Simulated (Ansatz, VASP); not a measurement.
## One calculation of W, two programs

```xyz
1
Lattice="-1.5673 1.5673 1.5673 1.5673 -1.5673 1.5673 1.5673 1.5673 -1.5673" Properties=species:S:1:pos:R:3 pbc="T T T"
W     0.0000    0.0000    0.0000
```

Alike in both runs: functional LDA; k mesh 19 × 19 × 19; occupations fermi-dirac, width 0.05 eV; no spin polarisation.

Ansatz relaxed the structure, and its values are those at the end. VASP's run is a single point on that final structure, the one shown.

|  | VASP | Ansatz |
| --- | --- | --- |
| version | VASP 6.6.1 | Ansatz 0.2.0 |
| potentials or method | VASP PAW LDA potentials, release 64 (W_sv) | PAW with Ansatz's default frozen-core files, scalar-relativistic |
| plane-wave cutoff (eV) | 500 | 420 |
| valence electrons in the cell | 14 | 14 |

```tsv
	VASP	Ansatz	Ansatz less VASP
pressure (GPa)	2.0	0.0	-1.97
```

LDA's correlation is that of Perdew and Zunger in VASP and of Perdew and Wang (1992) in Ansatz.

Spin-orbit coupling is off throughout.
